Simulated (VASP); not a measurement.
# SiB5: single point with PBE

The system is SiB5.

```
Si B
1.0
     4.39040    0.00000    0.00000
    -2.19520    3.80220    0.00000
     0.00000    0.00000    2.77844
Si B
1 5
Cartesian
  0.0000 0.0000 0.0000
  -1.2401 2.1479 1.3892
  2.4802 0.0000 1.3892
  0.9551 1.6543 1.3892
  2.1952 1.2674 0.0000
  0.0000 2.5348 0.0000
```

The cell was generated, and may not be a known phase.

| Property | Result |
| --- | --- |
| Program | VASP 6.6.1 |
| Task | single point |
| Functional | PBE |
| Potentials or basis | VASP PAW PBE potentials, release 64 (Si, B) |
| Cutoff | 500 eV |
| k mesh | 4 × 4 × 4 |
| Occupations | gaussian, width 0.2 eV |
| Spin | no spin polarisation |

The pressure is 0.0 GPa, the largest force is 0.017 eV/Å and the band gap on the k mesh is zero (an odd number of electrons rules out a gap without spin polarisation).

Forces on the atoms (eV/Å):
```
Si   0.000  0.000  0.000
B    0.009 -0.015  0.000
B   -0.017  0.000  0.000
B    0.009  0.015  0.000
B    0.000  0.000  0.000
B    0.000  0.000  0.000
```

Stress tensor (GPa, compression positive):
```
 0.38  0.00  0.00
 0.00  0.38  0.00
 0.00  0.00 -0.76
```

Levels at points of the mesh, in eV from the Fermi level:
```
           k point  band 5  band 6  band 7  band 8  band 9  band 10  band 11  band 12  band 13  band 14
(0.00, 0.00, 0.00)   -7.03   -7.03   -6.26   -3.52    3.46     3.72     4.27     4.27     5.10     5.10
(0.50, 0.00, 0.00)   -2.50   -2.13   -1.90   -1.40   -0.68    -0.39     2.54     3.55     4.63     5.91
(0.00, 0.00, 0.50)   -5.78   -2.95   -2.95   -2.88   -2.40    -2.05    -2.05    -1.85    -1.85    -1.32
(0.50, 0.00, 0.50)   -6.91   -6.59   -4.31   -4.16    1.28     2.13     2.49     2.60     3.00     3.13
```

Run time: 7 s on 1 thread of Intel(R) Xeon(R) Platinum 8375C CPU @ 2.90GHz (Ice Lake) (shared host), peak memory 0.15 GiB.

Caveat: the k points lie up to 0.57 Å⁻¹ apart, too coarse for converged energies and pressures of a metal.
